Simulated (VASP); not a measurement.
Nb:

```
CELL_PARAMETERS angstrom
5.23906 0.00000 0.00000
0.00000 5.23906 0.00000
0.00000 0.00000 5.23906
ATOMIC_POSITIONS crystal
Nb 0.00000 0.00000 0.00000
Nb 0.50000 0.50000 0.50000
Nb 0.25000 0.00000 0.50000
Nb 0.75000 0.00000 0.50000
Nb 0.50000 0.25000 0.00000
Nb 0.50000 0.75000 0.00000
Nb 0.00000 0.50000 0.25000
Nb 0.00000 0.50000 0.75000
```

```yaml
Program: VASP 6.6.1
Task: relaxation of cell and atoms
Functional: BLYP
Potentials_or_basis: VASP PAW PBE potentials, release 64 (Nb_sv)
Cutoff: 600 eV
k_mesh: 5 × 5 × 5
Occupations: fermi-dirac, width 0.1 eV
Spin: no spin polarisation
```

At the start: pressure 12.2 GPa; volume 17.98 Å³/atom.

Q: Where does the relaxation end?

A: Over 4 steps the energy falls by 47.5 meV/atom and the volume is 19.29 Å³/atom (+7.3 %); space group Pm-3n (No. 223, to 0.1 Å) before and after.

The path:
```tsv
step	energy change (eV)	largest force (eV/Å)	pressure (GPa)	volume (Å³)
1	0.0000	0.0000	12.25	143.80
2	0.6391	0.0000	-14.75	174.34
3	-0.3792	0.0000	-0.39	154.67
4	-0.3797	0.0000	-0.02	154.31
```

Final structure:
```yaml
crystal:
  lattice:
    - [5.36366, 0.00000, 0.00000]
    - [0.00000, 5.36366, 0.00000]
    - [0.00000, 0.00000, 5.36366]
  atoms:
    - { symbol: Nb, position: [0.00000, 0.00000, 0.00000] }
    - { symbol: Nb, position: [0.50000, 0.50000, 0.50000] }
    - { symbol: Nb, position: [0.25000, 0.00000, 0.50000] }
    - { symbol: Nb, position: [0.75000, 0.00000, 0.50000] }
    - { symbol: Nb, position: [0.50000, 0.25000, 0.00000] }
    - { symbol: Nb, position: [0.50000, 0.75000, 0.00000] }
    - { symbol: Nb, position: [0.00000, 0.50000, 0.25000] }
    - { symbol: Nb, position: [0.00000, 0.50000, 0.75000] }
```

Caveat: the PAW data sets were made with another functional, which shifts forces and pressure a little.
